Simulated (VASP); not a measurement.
# Al: relaxation of the atoms with PBEsol

System: Al, a slab with vacuum.

```
CELL_PARAMETERS angstrom
2.83609 0.00000 0.00000
-1.41804 2.45613 0.00000
0.00000 0.00000 32.64393
ATOMIC_POSITIONS crystal
Al 0.33333 0.66667 0.21443
Al 0.00000 0.00000 0.28583
Al 0.66667 0.33333 0.35722
Al 0.00000 0.00000 0.42861
Al 0.33333 0.66667 0.50000
Al 0.00000 0.00000 0.57139
Al 0.66667 0.33333 0.64278
Al 0.00000 0.00000 0.71417
Al 0.33333 0.66667 0.78557
```

```
Program                   : VASP 6.6.1
Task                      : relaxation of the atoms
Functional                : PBEsol
Potentials or basis       : VASP PAW PBE potentials, release 64 (Al)
Cutoff                    : 520 eV
k mesh                    : 12 × 12 × 1
Occupations               : gaussian, width 0.1 eV
Spin                      : no spin polarisation
Dipole correction         : yes
Atoms held fixed (from 0) : [0, 1, 2, 3]
Further INCAR settings    : ALGO = Normal; EDIFF = 1e-06; IBRION = 2; EDIFFG = -0.03; NSW = 70
```

The energy gained by relaxing is 0.1 meV/atom and the ionic steps are 6.

The path:
```
step  energy change (eV)  largest force on free atoms (eV/Å)  pressure (GPa)
   1              0.0000                              0.0919           -0.48
   2             -0.0006                              0.0664           -0.49
   3             -0.0009                              0.0469           -0.49
   4             -0.0011                              0.0444           -0.50
   5             -0.0011                              0.0327           -0.50
   6             -0.0013                              0.0286           -0.50
```

Final structure:
```
CELL_PARAMETERS angstrom
2.83609 0.00000 0.00000
-1.41804 2.45613 0.00000
0.00000 0.00000 32.64393
ATOMIC_POSITIONS crystal
Al 0.33333 0.66667 0.21443
Al 0.00000 0.00000 0.28583
Al 0.66667 0.33333 0.35722
Al 0.00000 0.00000 0.42861
Al 0.33333 0.66667 0.49994
Al 0.00000 0.00000 0.57093
Al 0.66667 0.33333 0.64292
Al 0.00000 0.00000 0.71397
Al 0.33333 0.66667 0.78582
```

Levels at points of the mesh, in eV from the Fermi level:
```
           k point  band 11  band 12  band 13  band 14  band 15  band 16
(0.00, 0.00, 0.00)    -2.58    -1.10     0.42     1.89     3.12     4.07
(0.50, 0.00, 0.00)    -2.62    -2.47    -1.90    -1.28    -0.55    -0.45
```

Wall time 14 min on 1 thread of Intel Xeon 8259CL (shared host), peak memory 0.4 GiB.

Caveat: the highest band is partly filled, so the run has too few bands; the PAW data sets were made with another functional, which shifts forces and pressure a little.
